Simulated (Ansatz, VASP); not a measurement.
**One calculation of SrLiBr3, two programs**

```
CELL_PARAMETERS angstrom
4.40140 0.00000 0.00000
0.00000 8.63826 0.00000
0.00000 0.00000 8.20988
ATOMIC_POSITIONS crystal
Li 0.50000 0.38274 0.55361
Li 0.50000 0.61726 0.05361
Sr 0.00000 0.89081 0.38190
Sr 0.00000 0.10919 0.88190
Br 0.50000 0.62457 0.37056
Br 0.50000 0.37543 0.87056
Br 0.00000 0.24264 0.51628
Br 0.50000 0.92806 0.67756
Br 0.50000 0.07194 0.17756
Br 0.00000 0.75736 0.01628
```

Alike in both runs: task single point; functional PBE; k mesh 4 × 2 × 2; occupations gaussian, width 0.1 eV; no spin polarisation.

|  | VASP | Ansatz |
| --- | --- | --- |
| version | VASP 6.6.1 | Ansatz 0.2.0 |
| potentials or method | VASP PAW PBE potentials, release 64 (Li_sv, Sr_sv, Br), cutoff 520 eV | scalar-relativistic, plane waves, PAW |
| valence electrons in the cell | 68 | 68 |

```tsv
	VASP	Ansatz	Ansatz less VASP
gap on the k mesh at the Fermi level (eV)	4.26	4.26	0.000
least direct gap on the mesh (eV)	4.31	4.31	-0.001
rms of the force components (eV/Å)	0.006	0.003	-0.0028
```

Atom by atom the forces differ by 0.004 eV/Å (rms over components). With one functional, cell and mesh, what is left measures potentials, basis and numerics.

Noted on VASP's run: the cutoff is under 1.25 times that of the potentials, so the pressure is a little rough.
